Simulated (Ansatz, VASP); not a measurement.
ZnSe in VASP and in Ansatz

```xyz
2
Lattice="0.0000 2.8052 2.8052 2.8052 0.0000 2.8052 2.8052 2.8052 0.0000" Properties=species:S:1:pos:R:3 pbc="T T T"
Zn    0.0000    0.0000    0.0000
Se    4.2078    4.2078    4.2078
```

Change from the starting cell: volume scaled by 0.97.

Alike in both runs: task single point; functional LDA; k mesh 8 × 8 × 8; occupations fermi-dirac, width 0.03 eV; no spin polarisation.

|  | VASP | Ansatz |
| --- | --- | --- |
| version | VASP 6.6.1 | Ansatz 0.2.0 |
| potentials or method | VASP PAW LDA potentials, release 64 (Zn, Se), cutoff 520 eV | all-electron LAPW, scalar-relativistic |

```tsv
	VASP	Ansatz	Ansatz less VASP
gap on the k mesh at the Fermi level (eV)	1.19	1.16	-0.038
pressure (GPa)	-1.2	-1.5	-0.32
```

LDA's correlation is that of Perdew and Zunger in VASP and of Perdew and Wang (1992) in Ansatz. Ansatz ran all-electron here, and VASP with PAW potentials.
